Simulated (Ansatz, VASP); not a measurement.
## Two plane-wave programs on Ag

```
Ag
1.0
     2.93272    0.00000    0.00000
    -1.46636    2.53981    0.00000
     0.00000    0.00000   24.57824
Ag
5
Direct
  0.66667 0.33333 0.30593
  0.33333 0.66667 0.40358
  0.00000 0.00000 0.50000
  0.66667 0.33333 0.59642
  0.33333 0.66667 0.69407
```

Alike in both runs: functional PBE; k mesh 12 × 12 × 1; occupations gaussian, width 0.1 eV; no spin polarisation.

Ansatz relaxed the structure, and its values are those at the end. VASP's run is a single point on that final structure, the one shown.

```csv
,VASP,Ansatz
version,VASP 6.6.1,Ansatz 0.2.0
potentials or method,"VASP PAW PBE potentials, release 64 (Ag), cutoff 520 eV","scalar-relativistic, plane waves, PAW"
valence electrons in the cell,55,95
```

|  | VASP | Ansatz | Ansatz less VASP |
| --- | --- | --- | --- |
| gap on the k mesh at the Fermi level (eV) | none | none | - |
| work function, face that differs most (eV) | 4.45 | 4.45 | +0.005 |

A gap of «none» marks a metal or a gap that the smearing closes. VASP's potentials hold 55 valence electrons a cell and Ansatz's 95, so a difference there can come from the potentials and not from the codes.
